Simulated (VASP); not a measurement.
# GaN (P6_3mc) in VASP: further runs

Runs on GaN. Level: LDA. Tasks: single point, relaxation of cell and atoms.

All numbers are computed with VASP 6.6.1; they aren't measurements. Logs are shortened: lines on timing, memory, paths and dates and some standing lists are left out, and cuts for length are marked.

### Step 1. The cell of the first run

It takes space group P6_3mc (No. 186, hexagonal). Conventional cell: a = 3.152 Å, b = 3.152 Å, c = 5.138 Å, α = 90.00°, β = 90.00°, γ = 120.00°. Ga (site symmetry 3m) has 4 N at 1.93 Å within 2.6 Å. N (site symmetry 3m) has 4 Ga at 1.93 Å within 2.6 Å.

### Step 2. Single point, LDA

The input, INCAR:

```
PREC     = Accurate       # precision mode
ENCUT    = 520            # plane-wave cutoff, eV
EDIFF    = 1E-6           # SCF threshold, eV
ISMEAR   = 0              # smearing method
SIGMA    = 0.01           # smearing width, eV
LREAL    = False          # projectors in reciprocal space
LASPH    = True           # aspherical terms in the spheres
NELM     = 80             # most SCF steps
ALGO     = Normal         # electronic algorithm
ISIF     = 2              # what is computed and relaxed
LWAVE    = False          # write WAVECAR
LCHARG   = False          # write CHGCAR
NBANDS   = 26             # bands
```

The input, KPOINTS:

```
regular mesh
0
Gamma
  9 9 6
```

The input, POSCAR:

```
GaN
1.0
    3.1517957959      0.0000000000      0.0000000000
   -1.5758978979      2.7295352268      0.0000000000
    0.0000000000      0.0000000000      5.1384388049
Ga N
2 2
Direct
    0.3333333333      0.6666666667      0.0002936468
    0.6666666667      0.3333333333      0.5002936468
    0.3333333333      0.6666666667      0.3767063532
    0.6666666667      0.3333333333      0.8767063532
```

Potentials or basis: VASP PAW LDA potentials, release 64 (Ga_d, N).

The run is started by

```
$ cat potpaw_LDA.64/Ga_d/POTCAR potpaw_LDA.64/N/POTCAR > POTCAR
$ mpirun -np 1 vasp_std > vasp.out
```

OUTCAR:

```text
PREC = Accurate
   ENCUT = 520
   EDIFF = 1E-6
   ISMEAR = 0
   LREAL = False
   LASPH = True
   NELM = 80
   ISIF = 2

 ion  position               nearest neighbor table
   1  0.333  0.667  0.000-   4 1.93   4 1.93   4 1.93   3 1.93
   2  0.667  0.333  0.500-   3 1.93   3 1.93   3 1.93   4 1.93
   3  0.333  0.667  0.377-   2 1.93   2 1.93   2 1.93   1 1.93
   4  0.667  0.333  0.877-   1 1.93   1 1.93   1 1.93   2 1.93

  LATTYP: Found a hexagonal cell.
 ALAT       =     3.1517957959
 C/A-ratio  =     1.6303209781

  Lattice vectors:

 A1 = (   3.1517957959,   0.0000000000,   0.0000000000)
 A2 = (  -1.5758978979,   2.7295352268,   0.0000000000)
 A3 = (   0.0000000000,   0.0000000000,   5.1384388049)

Analysis of symmetry for initial positions (statically):
=====================================================================
 Subroutine PRICEL returns:
 Original cell was already a primitive cell.

 Routine SETGRP: Setting up the symmetry group for a
 hexagonal supercell.

 Subroutine GETGRP returns: Found 12 space group operations
 (whereof  6 operations were pure point group operations)
 out of a pool of 24 trial point group operations.

The static configuration has the point symmetry C_3v.
 The point group associated with its full space group is C_6v.

Analysis of symmetry for dynamics (positions and initial velocities):
=====================================================================
 Subroutine PRICEL returns:
 Original cell was already a primitive cell.

 Routine SETGRP: Setting up the symmetry group for a
 hexagonal supercell.

 Subroutine GETGRP returns: Found 12 space group operations
 (whereof  6 operations were pure point group operations)
 out of a pool of 24 trial point group operations.

The dynamic configuration has the point symmetry C_3v.
 The point group associated with its full space group is C_6v.

 Subroutine INISYM returns: Found 12 space group operations
 (whereof  6 operations are pure point group operations),
 and found     1 'primitive' translations

----------------------------------------------------------------------------------------

                                     Primitive cell

  volume of cell :      44.2057

  direct lattice vectors                    reciprocal lattice vectors
     3.151795796  0.000000000  0.000000000     0.317279438  0.183181369  0.000000000
    -1.575897898  2.729535227  0.000000000     0.000000000  0.366362738  0.000000000
     0.000000000  0.000000000  5.138438805     0.000000000  0.000000000  0.194611639

  length of vectors
     3.151795796  3.151795796  5.138438805     0.366362738  0.366362738  0.194611639

  position of ions in fractional coordinates (direct lattice)
     0.333333333  0.666666667  0.000293647
     0.666666667  0.333333333  0.500293647
     0.333333333  0.666666667  0.376706353
     0.666666667  0.333333333  0.876706353

  ion indices of the primitive-cell ions
   primitive index   ion index
                 1           1
                 2           2
                 3           3
                 4           4

----------------------------------------------------------------------------------------

 KPOINTS: regular mesh

Automatic generation of k-mesh.
 Grid dimensions read from file:
 generate k-points for:    9    9    6

 Generating k-lattice:

  Cartesian coordinates                     Fractional coordinates (reciprocal lattice)
     0.035253271  0.020353485  0.000000000     0.111111111  0.000000000  0.000000000
     0.000000000  0.040706971  0.000000000     0.000000000  0.111111111  0.000000000
     0.000000000  0.000000000  0.032435273     0.000000000  0.000000000  0.166666667

  Length of vectors
     0.040706971  0.040706971  0.032435273

  Shift w.r.t. Gamma in fractional coordinates (k-lattice)
     0.000000000  0.000000000  0.000000000

 Subroutine IBZKPT returns following result:
 ===========================================

 Found     48 irreducible k-points:

 Following reciprocal coordinates:
            Coordinates               Weight
  0.000000  0.000000  0.000000      1.000000
  0.111111 -0.000000  0.000000      6.000000
  0.222222  0.000000  0.000000      6.000000
  0.333333 -0.000000  0.000000      6.000000
  0.444444  0.000000  0.000000      6.000000
  0.111111  0.111111  0.000000      6.000000
[... 16 lines left out ...]
  0.333333  0.222222  0.166667     24.000000
  0.333333  0.333333  0.166667      4.000000
 [... further k-points ...]
   k-points           NKPTS =     48   k-points in BZ     NKDIM =     48   number of bands    NBANDS=     26
   number of dos      NEDOS =    301   number of ions     NIONS =      4
   total plane-waves  NPLWV =  23040
   dimension x,y,z NGX =    24 NGY =   24 NGZ =   40
   dimension x,y,z NGXF=    48 NGYF=   48 NGZF=   80
   ions per type =               2   2
   NGX,Y,Z   is equivalent  to a cutoff of  12.66, 12.66, 12.94 a.u.
   NGXF,Y,Z  is equivalent  to a cutoff of  25.32, 25.32, 25.88 a.u.
 SYSTEM =  unknown system
   PREC   = accura    normal or accurate (medium, high low for compatibility)
   ISTART =      0    job   : 0-new  1-cont  2-samecut
   ICHARG =      2    charge: 1-file 2-atom 10-const
   ISPIN  =      1    spin polarized calculation?
   LNONCOLLINEAR =      F non collinear calculations
   LSORBIT =      F    spin-orbit coupling
   LASPH  =      T    aspherical Exc in radial PAW
   ENCUT  =  520.0 eV  38.22 Ry    6.18 a.u.   5.86  5.86  9.55*2*pi/ulx,y,z
   NELM   =     80;   NELMIN=  2; NELMDL= -5     # of ELM steps
   EDIFF  = 0.1E-05   stopping-criterion for ELM
   LREAL  =      F    real-space projection
[... 7 lines left out ...]
   TEBEG  =    0.0;   TEEND  =   0.0 temperature during run
   PSTRESS=    0.0 pullay stress
   NELECT =      36.0000    total number of electrons
   NUPDOWN=      -1.0000    fix difference up-down
   EMIN   =  10.00;   EMAX   =-10.00  energy-range for DOS
   EFERMI =   0.00;   METHOD = LEGACY
   ISMEAR =     0;   SIGMA  =   0.01  broadening in eV -4-tet -1-fermi 0-gaus
   EFERMI_NEDOS =   21; number of points for ismear=-14 and -15
   IALGO  =     38    algorithm
   IMIX   =      4    mixing-type and parameters
     AMIX     =   0.40;   BMIX     =  1.00
     AMIX_MAG =   1.60;   BMIX_MAG =  1.00
  volume/ion in A,a.u.               =      11.05        74.58
  Fermi-wavevector in a.u.,A,eV,Ry     =   1.528796  2.889006 31.799791  2.337219
  Thomas-Fermi vector in A             =   2.636506
   LORBIT       =      0    0 simple, 1 ext, 2 COOP (PROOUT), +10 PAW based schemes
   GGA     = CA    functional components
   LHFCALC =     F    Hartree Fock is set to
   AEXX    =    0.0000 exact exchange contribution
   IVDW    =     0    specifies the selected vdW correction
   LEPSILON=     F    determine dielectric tensor
   LRPA    =     F    only Hartree local field effects (RPA)
 non-spin polarized calculation
 Gauss-broadening in eV      SIGMA  =   0.01
  energy-cutoff  :      520.00
  volume of cell :       44.21
 maximum number of plane-waves:      1201
 NGX is ok and might be reduce to    24
   NGX = 11   NGY = 11   NGZ = 19

 number of electron      36.0000032 magnetization

 Free energy of the ion-electron system (eV)
  ---------------------------------------------------
  ext. energy  EPLUGINS =         0.00000000
  ---------------------------------------------------
  free energy    TOTEN  =       -27.90972702 eV

  energy without entropy =      -27.90972702  energy(sigma->0) =      -27.90972702

 E-fermi :   5.5210     XC(G=0): -12.2986

 val. band max:        5.4410271042   @ k =   0.0000   0.0000   0.0000
 cond. band min:       7.5862914873   @ k =   0.0000   0.0000   0.0000
 fundamental gap:      2.1452643831
 Fermi energy:         5.5209931975

 k-point     1 :       0.0000    0.0000    0.0000
  band No.  band energies     occupation
      1     -10.7018      2.00000
      2      -9.7204      2.00000
      3      -8.1464      2.00000
      4      -8.1290      2.00000
      5      -8.1290      2.00000
      6      -8.0620      2.00000
[... 18 lines left out ...]
     25      17.2194      0.00000
     26      17.2194      0.00000

 k-point     2 :       0.1111   -0.0000    0.0000
  band No.  band energies     occupation
      1     -10.5721      2.00000
      2      -9.6882      2.00000
      3      -8.1326      2.00000
      4      -8.1100      2.00000
      5      -8.0910      2.00000
      6      -8.0465      2.00000
[... 18 lines left out ...]
     25      16.7501      0.00000
     26      17.4898      0.00000

 k-point     3 :       0.2222    0.0000    0.0000
  band No.  band energies     occupation
      1     -10.2485      2.00000
      2      -9.6213      2.00000
      3      -8.0939      2.00000
      4      -8.0718      2.00000
      5      -8.0127      2.00000
      6      -7.9687      2.00000
[... 18 lines left out ...]
     25      16.9324      0.00000
     26      18.0536      0.00000

 k-point     4 :       0.3333   -0.0000    0.0000
  band No.  band energies     occupation
      1      -9.9194      2.00000
      2      -9.5700      2.00000
      3      -8.0735      2.00000
      4      -8.0506      2.00000
      5      -7.9651      2.00000
      6      -7.8948      2.00000
[... 18 lines left out ...]
     25      17.0660      0.00000
     26      18.8214      0.00000
[... 496 lines left out ...]
      1      -9.7581      2.00000
      2      -9.5572      2.00000
      3      -8.0842      2.00000
      4      -8.0146      2.00000
      5      -7.9473      2.00000
      6      -7.9319      2.00000
[... 18 lines left out ...]
     25      16.6640      0.00000
     26      19.2373      0.00000

 k-point    23 :       0.3333    0.2222    0.1667
  band No.  band energies     occupation
      1      -9.6412      2.00000
      2      -9.5495      2.00000
      3      -8.1012      2.00000
      4      -7.9919      2.00000
      5      -7.9331      2.00000
      6      -7.8900      2.00000
[... 18 lines left out ...]
     25      17.6238      0.00000
     26      18.9337      0.00000

 k-point    24 :       0.3333    0.3333    0.1667
  band No.  band energies     occupation
      1      -9.5751      2.00000
      2      -9.5751      2.00000
      3      -8.1149      2.00000
      4      -7.9403      2.00000
      5      -7.9403      2.00000
      6      -7.8880      2.00000
[... 18 lines left out ...]
     25      18.4665      0.00000
     26      18.7595      0.00000

 [... further k-points ...]

------------------------ aborting loop because EDIFF is reached ----------------------------------------

  FORCE on cell =-STRESS in cart. coord.  units (eV):
  Direction    XX          YY          ZZ          XY          YZ          ZX
  --------------------------------------------------------------------------------------
  -------------------------------------------------------------------------------------
  Total        0.3021149      0.3021149      0.2959181      0.0000000      0.0000000      0.0000000
  in kB       10.9497629     10.9497629     10.7251678      0.0000000      0.0000000      0.0000000
  external PRESSURE =      10.8748979 kB  Pullay stress =       0.0000000 kB

 VOLUME and BASIS-vectors are now :
 -----------------------------------------------------------------------------
  energy-cutoff  :      520.00
  volume of cell :       44.21
      direct lattice vectors                 reciprocal lattice vectors
     3.151795796  0.000000000  0.000000000     0.317279438  0.183181369  0.000000000
    -1.575897898  2.729535227  0.000000000     0.000000000  0.366362738  0.000000000
     0.000000000  0.000000000  5.138438805     0.000000000  0.000000000  0.194611639

 POSITION                                       TOTAL-FORCE (eV/Angst)
 -----------------------------------------------------------------------------------
     -0.00000      1.81969      0.00151        -0.000000     -0.000000      0.001802
      1.57590      0.90985      2.57073         0.000000     -0.000000      0.001802
     -0.00000      1.81969      1.93568         0.000000      0.000000     -0.001802
      1.57590      0.90985      4.50490        -0.000000     -0.000000     -0.001802
 -----------------------------------------------------------------------------------
    total drift:                               -0.000001     -0.000001      0.000464

  FREE ENERGIE OF THE ION-ELECTRON SYSTEM (eV)
  ---------------------------------------------------
  free  energy   TOTEN  =       -27.9097270209 eV

  energy  without entropy=      -27.9097270209  energy(sigma->0) =      -27.90972702
```

It took 56 s on 1 thread of Intel Xeon 8259CL, shared host; peak memory 0.17 GiB.

Results:

- Free energy: -27.9097 eV
- Pressure: 1.1 GPa
- Band gap on the k mesh: 2.15 eV

[end of part 1 of 2]
